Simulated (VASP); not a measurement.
## Sc: single point with LDA

Sc:

```
CELL_PARAMETERS angstrom
0.00000 2.23644 2.27050
2.23644 0.00000 2.27050
2.23644 2.23644 0.00000
ATOMIC_POSITIONS crystal
Sc 0.00000 0.00000 0.00000
```

This cell differs from its parent crystal: strain -0.015 along x and y, +0.000 along z.

* Program: VASP 6.6.1
* Task: single point
* Functional: LDA
* Potentials or basis: VASP PAW LDA potentials, release 64 (Sc_sv)
* Cutoff: 520 eV
* k mesh: 18 × 18 × 18
* Occupations: gaussian, width 0.15 eV
* Spin: no spin polarisation
* Dipole correction: no
* Further INCAR settings: ALGO = Normal; EDIFF = 1e-06; NBANDS = 12

```json
{"Pressure": "-0.8 GPa"}
```

Stress tensor (GPa, compression positive):
```
-0.60  0.00  0.00
 0.00 -0.60  0.00
 0.00  0.00 -1.10
```

Levels at points of the mesh, in eV from the Fermi level:
```tsv
k point	band 3	band 4	band 5	band 6	band 7	band 8
(0.00, 0.00, 0.00)	-27.32	-27.32	-5.29	1.56	1.67	1.67
(0.50, 0.00, 0.00)	-27.39	-27.38	-1.88	0.49	1.44	1.56
(0.50, 0.50, 0.00)	-27.50	-27.50	-1.72	-0.76	2.14	4.17
(0.50, 0.00, 0.50)	-27.52	-27.50	-1.70	-0.79	2.37	4.16
```

Wall time 27 s on 1 thread of Intel(R) Xeon(R) 6975P-C (Granite Rapids), with other jobs on the host, peak memory 0.22 GiB.

Caveat: the cell differs from its parent crystal (strain -0.015 along x and y, +0.000 along z).
